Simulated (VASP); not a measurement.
Set up this calculation in VASP 6.6.1, as the native input.

```
Task                   : single point
Functional             : PBEsol
Potentials or basis    : VASP PAW PBE potentials, release 64 (K_sv, Mg, F)
Cutoff                 : 520 eV
k mesh                 : 6 × 6 × 6
Occupations            : gaussian, width 0.05 eV
Spin                   : no spin polarisation
Dipole correction      : no
Further INCAR settings : ALGO = Normal; EDIFF = 1e-07; NBANDS = 24
```

The structure of KMgF3 lies in POSCAR:

```
KMgF3
1.0
    3.6670280000      0.0000000000      0.0000000000
    0.0000000000      3.6670280000      0.0000000000
    0.0000000000      0.0000000000      3.8264640000
K Mg F
1 1 3
Direct
    0.5000000000      0.5000000000      0.5000000000
    0.0000000000      0.0000000000      0.0000000000
    0.5000000000      0.0000000000      0.0000000000
    0.0000000000      0.5000000000      0.0000000000
    0.0000000000      0.0000000000      0.5000000000
```

This cell differs from its parent crystal: strain -0.080 along x and y, -0.040 along z.

These files were run (other wordings do the same):

INCAR

```
SYSTEM = KMgF3
PREC = Accurate ; ENCUT = 520
EDIFF = 1E-7 ; ISMEAR = 0
SIGMA = 0.05 ; LREAL = .FALSE.
LASPH = .TRUE. ; NELM = 80
ALGO = Normal ; ISIF = 2
LWAVE = .FALSE. ; LCHARG = .FALSE.
GGA = PS ; NBANDS = 24
```

KPOINTS

```
regular mesh
0
G
  6 6 6
  0 0 0
```

Potentials or basis: VASP PAW PBE potentials, release 64 (K_sv, Mg, F).

Command:

```console
$ cat potpaw_PBE.64/K_sv/POTCAR potpaw_PBE.64/Mg/POTCAR potpaw_PBE.64/F/POTCAR > POTCAR
$ mpirun -np 1 vasp_std > vasp.out
```

It gave:

The pressure is 25.1 GPa and the band gap on the k mesh is 8.80 eV, indirect (least direct gap 9.15 eV).

Caveat: the cell differs from its parent crystal (strain -0.080 along x and y, -0.040 along z); the PAW data sets were made with another functional, which shifts forces and pressure a little.

It took 19 s on 1 thread of AMD EPYC 9R45 (Zen 5), with other jobs on the host, peak memory 0.16 GiB.
